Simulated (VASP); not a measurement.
# AlN (P6_3mc) in VASP: settings compared, part 2 of 2

VASP 6.6.1. The steps go on from the part before.

### Step 3. Relaxation of cell and atoms, PBEsol+D3(BJ)

This run uses another cell than the first one, of 10.45 Å³/atom, 1.012 times its volume.

INCAR

```
  PREC = Accurate
  ENCUT = 600
  EDIFF = 1E-6
  ISMEAR = -1
  SIGMA = 0.05
  LREAL = False
  LASPH = True
  NELM = 80
  ALGO = Normal
  ISIF = 3
  LWAVE = False
  LCHARG = False
  GGA = PS
  IVDW = 12
  IBRION = 2
  NSW = 60
  EDIFFG = -0.01
```

KPOINTS

```
regular mesh
0
Gamma
  10 10 6
```

POSCAR

```
AlN
1.0
    3.1130000000      0.0000000000      0.0000000000
   -1.5565000000      2.6959370820      0.0000000000
    0.0000000000      0.0000000000      4.9810000000
Al N
2 2
Direct
    0.6666666667      0.3333333333      0.5000000000
    0.3333333333      0.6666666667      0.0000000000
    0.6666666667      0.3333333333      0.8800000000
    0.3333333333      0.6666666667      0.3800000000
```

Potentials or basis: VASP PAW PBE potentials, release 64 (Al, N).

Launch:

```
cat potpaw_PBE.64/Al/POTCAR potpaw_PBE.64/N/POTCAR > POTCAR
mpirun -np 1 vasp_std > vasp.out
```

OUTCAR:

```text
PREC = Accurate
   ENCUT = 600
   EDIFF = 1E-6
   ISMEAR = -1
   LREAL = False
   LASPH = True
   NELM = 80
   ISIF = 3
   GGA = PS
   IVDW = 12
   IBRION = 2
   NSW = 60
   EDIFFG = -0.01
 IVDW          = 12

 ion  position               nearest neighbor table
   1  0.667  0.333  0.500-   3 1.89   4 1.89   4 1.89   4 1.89   2 3.07   2 3.07   2 3.07   2 3.07
                             2 3.07   2 3.07
   2  0.333  0.667  0.000-   4 1.89   3 1.89   3 1.89   3 1.89   1 3.07   1 3.07   1 3.07   1 3.07
                             1 3.07   1 3.07
   3  0.667  0.333  0.880-   1 1.89   2 1.89   2 1.89   2 1.89
   4  0.333  0.667  0.380-   2 1.89   1 1.89   1 1.89   1 1.89

  LATTYP: Found a hexagonal cell.
 ALAT       =     3.1130000000
 C/A-ratio  =     1.6000642467

  Lattice vectors:

 A1 = (   3.1130000000,   0.0000000000,   0.0000000000)
 A2 = (  -1.5565000000,   2.6959370820,   0.0000000000)
 A3 = (   0.0000000000,   0.0000000000,   4.9810000000)

Analysis of symmetry for initial positions (statically):
=====================================================================
 Subroutine PRICEL returns:
 Original cell was already a primitive cell.

 Routine SETGRP: Setting up the symmetry group for a
 hexagonal supercell.

 Subroutine GETGRP returns: Found 12 space group operations
 (whereof  6 operations were pure point group operations)
 out of a pool of 24 trial point group operations.
[... 166 lines left out ...]
  ext. energy  EPLUGINS =         0.00000000
  ---------------------------------------------------
  free energy    TOTEN  =       -31.31434245 eV

  energy without entropy =      -31.31434245  energy(sigma->0) =      -31.31434245

------------------------ aborting loop because EDIFF is reached ----------------------------------------

 Edisp (eV)   -0.90244

 E8    (eV) :    -0.5561
[... 285 lines left out ...]
--------------------------------------- Ionic step        8  -------------------------------------------

 number of electron      16.0000000 magnetization

 Free energy of the ion-electron system (eV)
  ---------------------------------------------------
  ext. energy  EPLUGINS =         0.00000000
  ---------------------------------------------------
  free energy    TOTEN  =       -31.30759069 eV

  energy without entropy =      -31.30759069  energy(sigma->0) =      -31.30759069

 E-fermi :   7.1841     XC(G=0): -11.1792

 val. band max:        6.2385713160   @ k =   0.0000   0.0000   0.0000
 cond. band min:      10.5001777385   @ k =   0.0000   0.0000   0.0000
 fundamental gap:      4.2616064226
 Fermi energy:         7.1841178754

 k-point     1 :       0.0000    0.0000    0.0000
  band No.  band energies     occupation
      1      -9.0462      2.00000
      2      -6.8028      2.00000
      3       0.0992      2.00000
      4       5.3318      2.00000
      5       5.3318      2.00000
      6       5.9944      2.00000
      7       5.9944      2.00000
      8       6.2386      2.00000
      9      10.5002      0.00000
     10      12.9192      0.00000
     11      16.8782      0.00000
     12      17.3616      0.00000
[... 331 lines left out ...]
 k-point    24 :       0.4000    0.1000    0.1667
  band No.  band energies     occupation
      1      -6.9852      2.00000
      2      -6.2911      2.00000
      3       0.6941      2.00000
      4       1.7432      2.00000
      5       3.0877      2.00000
      6       3.8777      2.00000
      7       4.7774      2.00000
      8       5.1157      2.00000
      9      11.6880      0.00000
     10      12.6009      0.00000
     11      15.1011      0.00000
     12      16.0093      0.00000

 [... further k-points ...]

------------------------ aborting loop because EDIFF is reached ----------------------------------------

 Edisp (eV)   -0.91835

 E8    (eV) :    -0.5659
[... 27 lines left out ...]
  FREE ENERGIE OF THE ION-ELECTRON SYSTEM (eV)
  ---------------------------------------------------
  free  energy   TOTEN  =       -32.2259449254 eV

  energy  without entropy=      -32.2259449253  energy(sigma->0) =      -32.22594493

 reached required accuracy - stopping structural energy minimisation
```

CONTCAR:

```text
AlN
   1.00000000000000
     3.0964300093511459    0.0000000000000000   -0.0000000000000000
    -1.5482150046755729    2.6815870491573159    0.0000000000000000
    -0.0000000000000000    0.0000000000000000    4.9485903977065764
  Al              N
     2     2
Direct
     0.6666666667000030    0.3333333332999970    0.4988029076457055
     0.3333333332999970    0.6666666667000030    0.9988029076457055
     0.6666666667000030    0.3333333332999970    0.8811970923542971
     0.3333333332999970    0.6666666667000030    0.3811970923542971

  0.00000000E+00  0.00000000E+00  0.00000000E+00
  0.00000000E+00  0.00000000E+00  0.00000000E+00
  0.00000000E+00  0.00000000E+00  0.00000000E+00
  0.00000000E+00  0.00000000E+00  0.00000000E+00
```

It took 61 s on 1 thread of Intel Xeon 6975P-C (Granite Rapids), shared host; peak memory 0.2 GiB.

What came out:

```
Free energy                            : -32.2259 eV
Relaxed volume                         : 10.27 Å³/atom
Relaxed cell                           : a = 3.096 Å, b = 3.096 Å, c = 4.949 Å, α = 90.00°, β = 90.00°, γ = 120.00°
Space group after relaxing (to 0.05 Å) : P6_3mc (No. 186)
Energy gained by relaxing              : 2.3 meV/atom
Ionic steps                            : 8
Pressure after relaxing                : 0.0 GPa
Band gap on the k mesh                 : 4.26 eV, direct
Dispersion energy per atom             : -0.230 eV
```

The path:
| step | energy change (eV) | largest force (eV/Å) | pressure (GPa) | volume (Å³) |
| --- | --- | --- | --- | --- |
| 1 | 0.0000 | 0.1324 | -3.47 | 41.80 |
| 2 | -0.0008 | 0.0851 | 3.49 | 40.45 |
| 3 | -0.0088 | 0.0245 | -0.01 | 41.10 |
| 4 | -0.0088 | 0.0225 | 0.06 | 41.09 |
| 5 | -0.0091 | 0.0170 | 0.09 | 41.08 |
| 6 | -0.0091 | 0.0117 | 0.11 | 41.07 |
| 7 | -0.0091 | 0.0123 | -0.11 | 41.11 |
| 8 | -0.0092 | 0.0007 | 0.00 | 41.09 |

Final structure:
```cif
data_structure
_symmetry_space_group_name_H-M 'P 1'
_symmetry_Int_Tables_number 1
_cell_length_a 3.0964
_cell_length_b 3.0964
_cell_length_c 4.9486
_cell_angle_alpha 90.000
_cell_angle_beta 90.000
_cell_angle_gamma 120.000
_cell_volume 41.09
loop_
_atom_site_label
_atom_site_type_symbol
_atom_site_fract_x
_atom_site_fract_y
_atom_site_fract_z
_atom_site_occupancy
Al1 Al 0.66667 0.33333 0.49880 1
Al2 Al 0.33333 0.66667 0.99880 1
N1 N 0.66667 0.33333 0.88120 1
N2 N 0.33333 0.66667 0.38120 1
```

Levels at points of the mesh, in eV from the valence-band top:
```
           k point  band 6  band 7  band 8  band 9  band 10  band 11
(0.00, 0.00, 0.00)   -0.24   -0.24    0.00    4.26     6.68    10.64
(0.50, 0.00, 0.00)   -2.16   -1.84   -0.72    5.71     5.71     8.21
(0.00, 0.00, 0.50)   -0.59   -0.59   -0.59    6.51     6.51    10.34
(0.50, 0.00, 0.50)   -1.52   -1.40   -1.40    5.23     5.23     9.22
```

Caveat: the PAW data sets were made with another functional, which shifts forces and pressure a little. A k mesh can miss the band edges.

### Step 4. Single point, PBEsol

This run uses another cell than the first one, of 9.28 Å³/atom, 0.898 times its volume.

INCAR

```
SYSTEM = AlN
PREC = Accurate
ENCUT = 520
EDIFF = 1E-6
ISMEAR = -1
SIGMA = 0.05
LREAL = .False.
LASPH = .True.
NELM = 60
ALGO = Normal
ISIF = 2
LWAVE = .False.
LCHARG = .True.
GGA = PS
LELF = .True.
LVHAR = .True.
NBANDS = 16
```

KPOINTS

```
Automatic mesh
0
Gamma
  10 10 6
  0 0 0
```

POSCAR

```
AlN
1.0
    3.0040894883      0.0000000000      0.0000000000
   -1.5020447441      2.6016178121      0.0000000000
    0.0000000000      0.0000000000      4.7476622427
Al N
2 2
Direct
    0.6666666667      0.3333333333      0.4970953547
    0.3333333333      0.6666666667     -0.0029046453
    0.6666666667      0.3333333333      0.8829046453
    0.3333333333      0.6666666667      0.3829046453
```

Launch:

```
cat potpaw_PBE.64/Al/POTCAR potpaw_PBE.64/N/POTCAR > POTCAR
mpirun -np 1 vasp_std > vasp.out
```

It took 9.5 s on 1 thread of Intel Xeon 6975P-C (Granite Rapids), shared host; peak memory 0.16 GiB.

It converged, with:

```yaml
Free_energy: -30.9007 eV
Pressure: 30.4 GPa
Band_gap_on_the_k_mesh: 5.02 eV, indirect (least direct gap 5.10 eV)
```

Forces in eV/Å, atoms in the order of the input:
```
Al   0.000  0.000 -0.003
Al   0.000  0.000 -0.003
N    0.000  0.000  0.003
N    0.000  0.000  0.003
```

Levels at points of the mesh, in eV from the valence-band top:
| k point | band 5 | band 6 | band 7 | band 8 | band 9 | band 10 | band 11 | band 12 |
| --- | --- | --- | --- | --- | --- | --- | --- | --- |
| (0.00, 0.00, 0.00) | -1.13 | -0.41 | -0.41 | 0.00 | 5.10 | 7.40 | 11.49 | 11.64 |
| (0.50, 0.00, 0.00) | -3.76 | -2.46 | -2.06 | -0.85 | 5.92 | 5.93 | 8.99 | 10.95 |
| (0.00, 0.00, 0.50) | -0.78 | -0.78 | -0.78 | -0.78 | 7.29 | 7.29 | 11.15 | 11.15 |
| (0.50, 0.00, 0.50) | -1.75 | -1.75 | -1.54 | -1.54 | 5.52 | 5.52 | 9.74 | 9.74 |

Caveat: the PAW data sets were made with another functional, which shifts forces and pressure a little. A k mesh can miss the band edges.

### Step 5. Overview

| task | level | cell | cutoff (eV) | gap on the mesh (eV) | pressure (GPa) |
| --- | --- | --- | --- | --- | --- |
| single point | PBEsol+D4 | a = 3.101, b = 3.101, c = 4.959 Å, angles 90.0, 90.0, 120.0°, 4 atoms | 520 | 4.22 | 0.0 |
| relaxation of cell and atoms | PBEsol+D3(BJ) | relaxed from a = 3.113, b = 3.113, c = 4.981 Å, angles 90.0, 90.0, 120.0°, 4 atoms | 600 | 4.26 | 0.0 |
| single point | PBEsol | a = 3.004, b = 3.004, c = 4.748 Å, angles 90.0, 90.0, 120.0°, 4 atoms | 520 | 5.02 | 30.4 |

Alike in all rows: potentials or basis VASP PAW PBE potentials, release 64 (Al, N); no spin polarisation; k mesh 10 × 10 × 6; smearing fermi-dirac 0.05 eV.

Caveats: the PAW data sets were made with another functional, which shifts forces and pressure a little.

Absolute energies hang on the potentials; compare differences alone.

### Step 6. Comparison with measurements

Step 2. Against the measured gap of AlN, 6.0343 eV (an exciton energy, a little under the gap; 0 K; quoted in “Structural and optical properties of self-assembled AlN nanowires grown on SiO2/Si substrates by molecular beam epitaxy”, 2024, arxiv:2402.00216), the calculated 4.22 eV is off by -1.82 eV. 2 values of this kind are on record (6.034 to 6.0343 eV); this one was drawn at random. The value is that of PBEsol+D4 on a finite k mesh, which can miss the band edges, without temperature or zero-point motion. Semilocal functionals fall short of measured gaps as a rule.
